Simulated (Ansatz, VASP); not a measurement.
Two plane-wave programs on C

```
CELL_PARAMETERS angstrom
2.47100 0.00000 0.00000
-1.23550 2.13995 0.00000
0.00000 0.00000 26.00242
ATOMIC_POSITIONS crystal
C 0.66667 0.33333 0.51648
C 0.33333 0.66667 0.48352
```

Alike in both runs: task single point; functional PBE; dispersion D3(BJ); k mesh 21 × 21 × 1; occupations gaussian, width 0.1 eV; no spin polarisation.

|  | VASP | Ansatz |
| --- | --- | --- |
| version | VASP 6.6.1 | Ansatz 0.2.0 |
| potentials or method | VASP PAW PBE potentials, release 64 (C), cutoff 520 eV | scalar-relativistic, plane waves, PAW |
| valence electrons in the cell | 8 | 8 |

|  | VASP | Ansatz | Ansatz less VASP |
| --- | --- | --- | --- |
| gap on the k mesh at the Fermi level (eV) | none | none | - |
| rms of the force components (eV/Å) | 5.576 | 5.587 | +0.0108 |

Atom by atom the forces differ by 0.011 eV/Å (rms over components). A gap of «none» marks a metal or a gap that the smearing closes.
